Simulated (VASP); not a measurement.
Crystal: FePt.

```
Fe Pt
1.0
    -1.88293   -1.88293   -3.81393
    -1.88293   -3.81393   -1.88293
    -3.81393   -1.88293   -1.88293
Fe Pt
1 1
Direct
  0.00000 0.00000 0.00000
  0.50000 0.50000 0.50000
```

Program: VASP 6.6.1. Alike in all runs: task single point; level PBE; potentials or basis VASP PAW PBE potentials, release 64 (Fe, Pt); cell as given; k mesh 18 × 18 × 18; cutoff (eV) 520; smearing gaussian 0.1 eV.

Q: Order these runs on this cell by their pressure, lowest first.
A. spin collinear, ferrimagnetic start; fixed moment (μB) 2.0
B. spin collinear, ferromagnetic start; fixed moment (μB) 4.0
C. spin collinear, ferromagnetic start; fixed moment (μB) 3.0

A: A (-6.8 GPa), C (-1.3 GPa), B (5.9 GPa).

Caveats: the total moment is fixed, so each spin has its own Fermi level.
